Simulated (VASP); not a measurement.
# K3Br (Pm-3m) in VASP: a series of runs

The runs below take K3Br through single point, relaxation of cell and atoms, with PBE.

All numbers are computed with VASP 6.6.1; they aren't measurements. Logs are shortened: lines on timing, memory, paths and dates and some standing lists are left out, and cuts for length are marked.

## (1) The cell of the first run

The structure is cubic, space group Pm-3m (No. 221). The conventional cell has a = 5.922 Å, b = 5.922 Å, c = 5.922 Å, α = 90.00°, β = 90.00°, γ = 90.00°. Within 5.5 Å of K (site symmetry 4/mmm) lie 8 K at 4.19 Å and 4 Br at 4.19 Å. Within 5.5 Å of Br (site symmetry m-3m) lie 12 K at 4.19 Å.

## (2) Single point, PBE

File INCAR:

```
SYSTEM = K3Br
ALGO     = Normal         ! electronic algorithm
EDIFF    = 1E-6           ! SCF threshold, eV
ENCUT    = 520            ! plane-wave cutoff, eV
GGA      = PE             ! functional
ISIF     = 2              ! what is computed and relaxed
ISMEAR   = 0              ! smearing method
LASPH    = .TRUE.         ! aspherical terms in the spheres
LCHARG   = .TRUE.         ! write CHGCAR
LELF     = .TRUE.         ! ELF
LREAL    = .FALSE.        ! projectors in reciprocal space
LVHAR    = .TRUE.       
LWAVE    = .FALSE.        ! write WAVECAR
NBANDS   = 25             ! bands
NELM     = 100            ! most SCF steps
PREC     = Accurate       ! precision mode
SIGMA    = 0.1            ! smearing width, eV
```

File KPOINTS:

```
k-points
0
G
  8 8 8
  0 0 0
```

File POSCAR:

```
K3Br
1.0
    5.9215583830      0.0000000000      0.0000000000
    0.0000000000      5.9215583830      0.0000000000
    0.0000000000      0.0000000000      5.9215583830
K Br
3 1
Direct
    0.0000000000      0.5000000000      0.5000000000
    0.5000000000      0.0000000000      0.5000000000
    0.5000000000      0.5000000000      0.0000000000
    0.0000000000      0.0000000000      0.0000000000
```

Potentials or basis: VASP PAW PBE potentials, release 64 (K_sv, Br).

Command:

```console
> cat potpaw_PBE.64/K_sv/POTCAR potpaw_PBE.64/Br/POTCAR > POTCAR
> mpirun -np 1 vasp_std > vasp.out
```

OUTCAR:

```text
SYSTEM = K3Br
   EDIFF = 1E-6
   ENCUT = 520
   GGA = PE
   ISIF = 2
   ISMEAR = 0
   LASPH = .TRUE.
   LREAL = .FALSE.
   NELM = 100
   PREC = Accurate

 ion  position               nearest neighbor table
   1  0.000  0.500  0.500-
   2  0.500  0.000  0.500-
   3  0.500  0.500  0.000-
   4  0.000  0.000  0.000-

  LATTYP: Found a simple cubic cell.
 ALAT       =     5.9215583830

  Lattice vectors:

 A1 = (   5.9215583830,   0.0000000000,   0.0000000000)
 A2 = (   0.0000000000,   5.9215583830,   0.0000000000)
 A3 = (   0.0000000000,   0.0000000000,   5.9215583830)

Analysis of symmetry for initial positions (statically):
=====================================================================
 Subroutine PRICEL returns:
 Original cell was already a primitive cell.

 Routine SETGRP: Setting up the symmetry group for a
 simple cubic supercell.

 Subroutine GETGRP returns: Found 48 space group operations
 (whereof 48 operations were pure point group operations)
 out of a pool of 48 trial point group operations.

The static configuration has the point symmetry O_h .

Analysis of symmetry for dynamics (positions and initial velocities):
=====================================================================
 Subroutine PRICEL returns:
 Original cell was already a primitive cell.

 Routine SETGRP: Setting up the symmetry group for a
 simple cubic supercell.

 Subroutine GETGRP returns: Found 48 space group operations
 (whereof 48 operations were pure point group operations)
 out of a pool of 48 trial point group operations.

The dynamic configuration has the point symmetry O_h .

 Subroutine INISYM returns: Found 48 space group operations
 (whereof 48 operations are pure point group operations),
 and found     1 'primitive' translations

----------------------------------------------------------------------------------------

                                     Primitive cell

  volume of cell :     207.6386

  direct lattice vectors                    reciprocal lattice vectors
     5.921558383  0.000000000  0.000000000     0.168874464  0.000000000  0.000000000
     0.000000000  5.921558383  0.000000000     0.000000000  0.168874464  0.000000000
     0.000000000  0.000000000  5.921558383     0.000000000  0.000000000  0.168874464

  length of vectors
     5.921558383  5.921558383  5.921558383     0.168874464  0.168874464  0.168874464

  position of ions in fractional coordinates (direct lattice)
     0.000000000  0.500000000  0.500000000
     0.500000000  0.000000000  0.500000000
     0.500000000  0.500000000  0.000000000
     0.000000000  0.000000000  0.000000000

  ion indices of the primitive-cell ions
   primitive index   ion index
                 1           1
                 2           2
                 3           3
                 4           4

----------------------------------------------------------------------------------------

 KPOINTS: k-points

Automatic generation of k-mesh.
 Grid dimensions read from file:
 generate k-points for:    8    8    8

 Generating k-lattice:

  Cartesian coordinates                     Fractional coordinates (reciprocal lattice)
     0.021109308  0.000000000  0.000000000     0.125000000  0.000000000  0.000000000
     0.000000000  0.021109308  0.000000000     0.000000000  0.125000000  0.000000000
     0.000000000  0.000000000  0.021109308     0.000000000  0.000000000  0.125000000

  Length of vectors
     0.021109308  0.021109308  0.021109308

  Shift w.r.t. Gamma in fractional coordinates (k-lattice)
     0.000000000  0.000000000  0.000000000

 Subroutine IBZKPT returns following result:
 ===========================================

 Found     35 irreducible k-points:

 Following reciprocal coordinates:
            Coordinates               Weight
  0.000000  0.000000  0.000000      1.000000
  0.125000  0.000000  0.000000      6.000000
  0.250000  0.000000  0.000000      6.000000
  0.375000  0.000000  0.000000      6.000000
  0.500000  0.000000  0.000000      3.000000
  0.125000  0.125000  0.000000     12.000000
[... 16 lines left out ...]
  0.375000  0.375000  0.125000     24.000000
  0.500000  0.375000  0.125000     24.000000
 [... further k-points ...]
   k-points           NKPTS =     35   k-points in BZ     NKDIM =     35   number of bands    NBANDS=     25
   number of dos      NEDOS =    301   number of ions     NIONS =      4
   total plane-waves  NPLWV = 110592
   dimension x,y,z NGX =    48 NGY =   48 NGZ =   48
   dimension x,y,z NGXF=    96 NGYF=   96 NGZF=   96
   ions per type =               3   1
   NGX,Y,Z   is equivalent  to a cutoff of  13.48, 13.48, 13.48 a.u.
   NGXF,Y,Z  is equivalent  to a cutoff of  26.95, 26.95, 26.95 a.u.
 SYSTEM =  K3Br
   PREC   = accura    normal or accurate (medium, high low for compatibility)
   ISTART =      0    job   : 0-new  1-cont  2-samecut
   ICHARG =      2    charge: 1-file 2-atom 10-const
   ISPIN  =      1    spin polarized calculation?
   LNONCOLLINEAR =      F non collinear calculations
   LSORBIT =      F    spin-orbit coupling
   LASPH  =      T    aspherical Exc in radial PAW
   ENCUT  =  520.0 eV  38.22 Ry    6.18 a.u.  11.01 11.01 11.01*2*pi/ulx,y,z
   NELM   =    100;   NELMIN=  2; NELMDL= -5     # of ELM steps
   EDIFF  = 0.1E-05   stopping-criterion for ELM
   LREAL  =      F    real-space projection
   EDIFFG = 0.1E-04   stopping-criterion for IOM
   NSW    =      0    number of steps for IOM
   IBRION =     -1    ionic relax: 0-MD 1-quasi-New 2-CG
   NFREE  =      0    steps in history (QN), initial steepest desc. (CG)
   ISIF   =      2    stress and relaxation
   ISYM   =      2    0-nonsym 1-usesym 2-fastsym
   POTIM  = 0.5000    time-step for ionic-motion
   TEBEG  =    0.0;   TEEND  =   0.0 temperature during run
   PSTRESS=    0.0 pullay stress
   NELECT =      34.0000    total number of electrons
   NUPDOWN=      -1.0000    fix difference up-down
   EMIN   =  10.00;   EMAX   =-10.00  energy-range for DOS
   EFERMI =   0.00;   METHOD = LEGACY
   ISMEAR =     0;   SIGMA  =   0.10  broadening in eV -4-tet -1-fermi 0-gaus
   EFERMI_NEDOS =   21; number of points for ismear=-14 and -15
   IALGO  =     38    algorithm
   IMIX   =      4    mixing-type and parameters
     AMIX     =   0.40;   BMIX     =  1.00
     AMIX_MAG =   1.60;   BMIX_MAG =  1.00
  volume/ion in A,a.u.               =      51.91       350.30
  Fermi-wavevector in a.u.,A,eV,Ry     =   0.895637  1.692508 10.914114  0.802165
  Thomas-Fermi vector in A             =   2.017994
   LORBIT       =      0    0 simple, 1 ext, 2 COOP (PROOUT), +10 PAW based schemes
   GGA     = PE    functional components
   LHFCALC =     F    Hartree Fock is set to
   AEXX    =    0.0000 exact exchange contribution
   IVDW    =     0    specifies the selected vdW correction
   LEPSILON=     F    determine dielectric tensor
   LRPA    =     F    only Hartree local field effects (RPA)
 non-spin polarized calculation
 Gauss-broadening in eV      SIGMA  =   0.10
  energy-cutoff  :      520.00
  volume of cell :      207.64
 maximum number of plane-waves:      5637
 NGX is ok and might be reduce to    48
   NGX = 23   NGY = 23   NGZ = 23

 number of electron      33.9999998 magnetization

 Free energy of the ion-electron system (eV)
  ---------------------------------------------------
  ext. energy  EPLUGINS =         0.00000000
  ---------------------------------------------------
  free energy    TOTEN  =        -7.27679199 eV

  energy without entropy =       -7.27297763  energy(sigma->0) =       -7.27488481

 E-fermi :   1.0161     XC(G=0):  -6.3772

 val. band max:        1.0037156432   @ k =   0.5000   0.1250   0.1250
 cond. band min:       1.1019062687   @ k =   0.5000   0.3750   0.3750
 fundamental gap:      0.0981906255
 Fermi energy:         1.0160565412

 k-point     1 :       0.0000    0.0000    0.0000
  band No.  band energies     occupation
      1     -31.4448      2.00000
      2     -31.4269      2.00000
      3     -31.4269      2.00000
      4     -14.9902      2.00000
      5     -14.9902      2.00000
      6     -14.9902      2.00000
[... 17 lines left out ...]
     24       4.0280      0.00000
     25       4.0280      0.00000

 k-point     2 :       0.1250    0.0000    0.0000
  band No.  band energies     occupation
      1     -31.4442      2.00000
      2     -31.4275      2.00000
      3     -31.4269      2.00000
      4     -14.9886      2.00000
      5     -14.9873      2.00000
      6     -14.9873      2.00000
[... 17 lines left out ...]
     24       4.0515      0.00000
     25       4.0644      0.00000

 k-point     3 :       0.2500    0.0000    0.0000
  band No.  band energies     occupation
      1     -31.4425      2.00000
      2     -31.4292      2.00000
      3     -31.4269      2.00000
      4     -14.9840      2.00000
      5     -14.9794      2.00000
      6     -14.9794      2.00000
[... 17 lines left out ...]
     24       4.0957      0.00000
     25       4.0970      0.00000

 k-point     4 :       0.3750    0.0000    0.0000
  band No.  band energies     occupation
      1     -31.4402      2.00000
      2     -31.4315      2.00000
      3     -31.4269      2.00000
      4     -14.9782      2.00000
      5     -14.9695      2.00000
      6     -14.9695      2.00000
[... 17 lines left out ...]
     24       4.1281      0.00000
     25       4.1281      0.00000

 k-point     5 :       0.5000    0.0000    0.0000
  band No.  band energies     occupation
      1     -31.4388      2.00000
      2     -31.4329      2.00000
      3     -31.4269      2.00000
      4     -14.9753      2.00000
      5     -14.9639      2.00000
      6     -14.9639      2.00000
[... 17 lines left out ...]
     24       4.1391      0.00000
     25       4.1391      0.00000

 k-point     6 :       0.1250    0.1250    0.0000
  band No.  band energies     occupation
      1     -31.4436      2.00000
      2     -31.4278      2.00000
      3     -31.4272      2.00000
      4     -14.9933      2.00000
      5     -14.9844      2.00000
      6     -14.9785      2.00000
[... 17 lines left out ...]
     24       3.9373      0.00000
     25       4.0781      0.00000
[... 393 lines left out ...]
 k-point    21 :       0.3750    0.2500    0.1250
  band No.  band energies     occupation
      1     -31.4381      2.00000
      2     -31.4316      2.00000
      3     -31.4289      2.00000
      4     -15.0018      2.00000
      5     -14.9700      2.00000
      6     -14.9605      2.00000
[... 17 lines left out ...]
     24       4.1157      0.00000
     25       4.2872      0.00000

 k-point    22 :       0.5000    0.2500    0.1250
  band No.  band energies     occupation
      1     -31.4367      2.00000
      2     -31.4328      2.00000
      3     -31.4290      2.00000
      4     -14.9994      2.00000
      5     -14.9727      2.00000
      6     -14.9618      2.00000
[... 17 lines left out ...]
     24       4.0636      0.00000
     25       4.3102      0.00000

 k-point    23 :       0.3750    0.3750    0.1250
  band No.  band energies     occupation
      1     -31.4363      2.00000
      2     -31.4320      2.00000
      3     -31.4303      2.00000
      4     -15.0084      2.00000
      5     -14.9713      2.00000
      6     -14.9597      2.00000
[... 17 lines left out ...]
     24       4.2140      0.00000
     25       4.3624      0.00000

 k-point    24 :       0.5000    0.3750    0.1250
  band No.  band energies     occupation
      1     -31.4349      2.00000
      2     -31.4328      2.00000
      3     -31.4307      2.00000
      4     -15.0108      2.00000
      5     -14.9693      2.00000
      6     -14.9615      2.00000
[... 17 lines left out ...]
     24       4.2724      0.00000
     25       4.3550      0.00000

 [... further k-points ...]

------------------------ aborting loop because EDIFF is reached ----------------------------------------

  FORCE on cell =-STRESS in cart. coord.  units (eV):
  Direction    XX          YY          ZZ          XY          YZ          ZX
  --------------------------------------------------------------------------------------
  -------------------------------------------------------------------------------------
  Total        0.0162834      0.0162834      0.0162834     -0.0000000     -0.0000000     -0.0000000
  in kB        0.1256456      0.1256456      0.1256456     -0.0000000     -0.0000000     -0.0000000
  external PRESSURE =       0.1256456 kB  Pullay stress =       0.0000000 kB

 VOLUME and BASIS-vectors are now :
 -----------------------------------------------------------------------------
  energy-cutoff  :      520.00
  volume of cell :      207.64
      direct lattice vectors                 reciprocal lattice vectors
     5.921558383  0.000000000  0.000000000     0.168874464  0.000000000  0.000000000
     0.000000000  5.921558383  0.000000000     0.000000000  0.168874464  0.000000000
     0.000000000  0.000000000  5.921558383     0.000000000  0.000000000  0.168874464

 POSITION                                       TOTAL-FORCE (eV/Angst)
 -----------------------------------------------------------------------------------
      0.00000      2.96078      2.96078         0.000000      0.000000      0.000000
      2.96078      0.00000      2.96078         0.000000      0.000000      0.000000
      2.96078      2.96078      0.00000         0.000000      0.000000      0.000000
      0.00000      0.00000      0.00000         0.000000      0.000000      0.000000
 -----------------------------------------------------------------------------------
    total drift:                                0.000000     -0.000000     -0.000000

  FREE ENERGIE OF THE ION-ELECTRON SYSTEM (eV)
  ---------------------------------------------------
  free  energy   TOTEN  =        -7.2767919861 eV

  energy  without entropy=       -7.2729776269  energy(sigma->0) =       -7.27488481
```

Run time: 4.8 min. Hardware: 1 thread of Intel Xeon 8259CL, shared host; peak memory 0.41 GiB.

What came out:

- Free energy: -7.2768 eV
- Pressure: 0.0 GPa
- Band gap on the k mesh: zero (bands 17 and 18 overlap by 0.78 eV)

Levels at points of the mesh, in eV from the Fermi level:
| k point | band 14 | band 15 | band 16 | band 17 | band 18 | band 19 | band 20 | band 21 |
| --- | --- | --- | --- | --- | --- | --- | --- | --- |
| (0.00, 0.00, 0.00) | -3.86 | -3.86 | -3.86 | -1.93 | 1.32 | 1.35 | 1.35 | 2.52 |
| (0.50, 0.00, 0.00) | -4.16 | -3.87 | -3.87 | -0.67 | -0.22 | 2.09 | 2.28 | 2.34 |
| (0.50, 0.50, 0.00) | -4.07 | -4.07 | -3.88 | -0.28 | 0.97 | 0.97 | 1.28 | 2.37 |
| (0.50, 0.50, 0.50) | -3.99 | -3.99 | -3.99 | 0.56 | 0.56 | 0.56 | 0.72 | 2.16 |

## (3) Relaxation of cell and atoms, PBE

This run uses another cell than the first one, of 49.45 Å³/atom.

File INCAR:

```
SYSTEM = K3Br
PREC = Accurate
ENCUT = 600
EDIFF = 1E-6
ISMEAR = 0
SIGMA = 0.1
LREAL = .False.
LASPH = .True.
NELM = 60
ALGO = Normal
ISIF = 3
LWAVE = .False.
LCHARG = .False.
GGA = PE
IBRION = 2
NSW = 100
EDIFFG = -0.01
```

File KPOINTS:

```
Automatic mesh
0
Gamma
  8 8 8
  0 0 0
```

File POSCAR:

```
K3Br
1.0
    5.8266696977      0.0000000000      0.0000000000
    0.0000000000      5.8266696977      0.0000000000
    0.0000000000      0.0000000000      5.8266696977
K Br
3 1
Direct
    0.0000000000      0.5000000000      0.5000000000
    0.5000000000      0.0000000000      0.5000000000
    0.5000000000      0.5000000000      0.0000000000
    0.0000000000      0.0000000000      0.0000000000
```

Potentials or basis: VASP PAW PBE potentials, release 64 (K_sv, Br).

Command:

```console
> cat potpaw_PBE.64/K_sv/POTCAR potpaw_PBE.64/Br/POTCAR > POTCAR
> mpirun -np 1 vasp_std > vasp.out
```

It took 11 min on 1 thread of Intel Xeon 8259CL, shared host; peak memory 0.45 GiB.

It converged, with:

```yaml
Free_energy: -7.2767 eV
Relaxed_volume: 52.05 Å³/atom
Relaxed_cell: a = 5.927 Å, b = 5.927 Å, c = 5.927 Å, α = 90.00°, β = 90.00°, γ = 90.00°
Space_group_after_relaxing_to_0.1_Å: Pm-3m (No. 221)
Energy_gained_by_relaxing: 2.5 meV/atom
Ionic_steps: 4
Pressure_after_relaxing: 0.0 GPa
Band_gap_on_the_k_mesh: zero (bands 17 and 18 overlap by 0.78 eV)
```

Step by step:
| step | energy change (eV) | largest force (eV/Å) | pressure (GPa) | volume (Å³) |
| --- | --- | --- | --- | --- |
| 1 | 0.0000 | 0.0000 | 0.32 | 197.82 |
| 2 | -0.0049 | 0.0000 | 0.22 | 200.68 |
| 3 | -0.0098 | 0.0000 | 0.04 | 206.65 |
| 4 | -0.0101 | 0.0000 | 0.00 | 208.21 |

Final structure:
```
CELL_PARAMETERS angstrom
5.92696 0.00000 0.00000
0.00000 5.92696 0.00000
0.00000 0.00000 5.92696
ATOMIC_POSITIONS crystal
K 0.00000 0.50000 0.50000
K 0.50000 0.00000 0.50000
K 0.50000 0.50000 0.00000
Br 0.00000 0.00000 0.00000
```

Levels at points of the mesh, in eV from the Fermi level:
| k point | band 14 | band 15 | band 16 | band 17 | band 18 | band 19 | band 20 | band 21 |
| --- | --- | --- | --- | --- | --- | --- | --- | --- |
| (0.00, 0.00, 0.00) | -3.86 | -3.86 | -3.86 | -1.93 | 1.32 | 1.35 | 1.35 | 2.52 |
| (0.50, 0.00, 0.00) | -4.15 | -3.86 | -3.86 | -0.67 | -0.22 | 2.09 | 2.28 | 2.34 |
| (0.50, 0.50, 0.00) | -4.06 | -4.06 | -3.87 | -0.28 | 0.97 | 0.97 | 1.28 | 2.37 |
| (0.50, 0.50, 0.50) | -3.98 | -3.98 | -3.98 | 0.57 | 0.57 | 0.57 | 0.72 | 2.16 |

The gap in the log of VASP goes by the Fermi energy; the results here count the filled bands.